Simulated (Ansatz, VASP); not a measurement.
# Te in VASP and in Ansatz

```
Te
1.0
     3.17857    0.00000    0.00000
     0.00000    3.17857    0.00000
     0.00000    0.00000    3.17857
Te
1
Direct
  0.00000 0.00000 0.00000
```

Change from the starting cell: volume scaled by 0.98.

Alike in both runs: task single point; functional PBE; k mesh 11 × 11 × 11; occupations fermi-dirac, width 0.03 eV; no spin polarisation.

|  | VASP | Ansatz |
| --- | --- | --- |
| version | VASP 6.6.1 | Ansatz 0.2.0 |
| potentials or method | VASP PAW PBE potentials, release 64 (Te), cutoff 500 eV | all-electron LAPW, scalar-relativistic |

```tsv
	VASP	Ansatz	Ansatz less VASP
pressure (GPa)	1.1	1.1	+0.05
```

Ansatz ran all-electron here, and VASP with PAW potentials.

Neither program's run includes spin-orbit coupling.
